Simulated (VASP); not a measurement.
**BeTe: relaxation of cell and atoms with r2SCAN**

The system is BeTe.

```
CELL_PARAMETERS angstrom
0.00000 2.83187 2.83187
2.83187 0.00000 2.83187
2.83187 2.83187 0.00000
ATOMIC_POSITIONS crystal
Be 0.00000 0.00000 0.00000
Te 0.25000 0.25000 0.25000
```

| Item | Value |
| --- | --- |
| Program | VASP 6.6.1 |
| Task | relaxation of cell and atoms |
| Functional | r2SCAN |
| Potentials or basis | VASP PAW PBE potentials, release 64 (Be, Te) |
| Cutoff | 600 eV |
| k mesh | 8 × 8 × 8 |
| Occupations | fermi-dirac, width 0.02 eV |
| Spin | no spin polarisation |
| Dipole correction | no |
| Further INCAR settings | ALGO = Normal; EDIFF = 1e-06; IBRION = 2; EDIFFG = -0.005; NSW = 80; ISIF = 3 |

```
Relaxed volume                         : 22.69 Å³/atom
Relaxed cell                           : a = 4.004 Å, b = 4.004 Å, c = 4.004 Å, α = 60.00°, β = 60.00°, γ = 60.00°
Space group after relaxing (to 0.05 Å) : F-43m (No. 216)
Energy gained by relaxing              : 0.0 meV/atom
Ionic steps                            : 2
Pressure after relaxing                : 0.0 GPa
Band gap on the k mesh                 : 2.37 eV, indirect (least direct gap 4.03 eV)
```

Final structure:
```yaml
crystal:
  lattice:
    - [0.00000, 2.83096, 2.83096]
    - [2.83096, 0.00000, 2.83096]
    - [2.83096, 2.83096, 0.00000]
  atoms:
    - { symbol: Be, position: [0.00000, 0.00000, 0.00000] }
    - { symbol: Te, position: [0.25000, 0.25000, 0.25000] }
```

Levels at points of the mesh, in eV from the valence-band top:
```tsv
k point	band 1	band 2	band 3	band 4	band 5	band 6	band 7	band 8
(0.00, 0.00, 0.00)	-12.68	0.00	0.00	0.00	4.03	4.03	4.03	4.39
(0.50, 0.00, 0.00)	-11.28	-5.66	-1.14	-1.14	3.51	5.02	5.02	8.47
(0.50, 0.50, 0.00)	-10.76	-5.25	-2.68	-2.68	2.37	3.01	10.47	10.47
```

It took 23 s on 1 thread of Intel(R) Xeon(R) 6975P-C (Granite Rapids), with other jobs on the host, peak memory 0.19 GiB.

Caveat: the PAW data sets were made with another functional, which shifts forces and pressure a little; spin-orbit coupling is left out, which moves the levels of the heavy elements. r2SCAN opens gaps a little over a GGA but as a rule still falls short of measured ones.
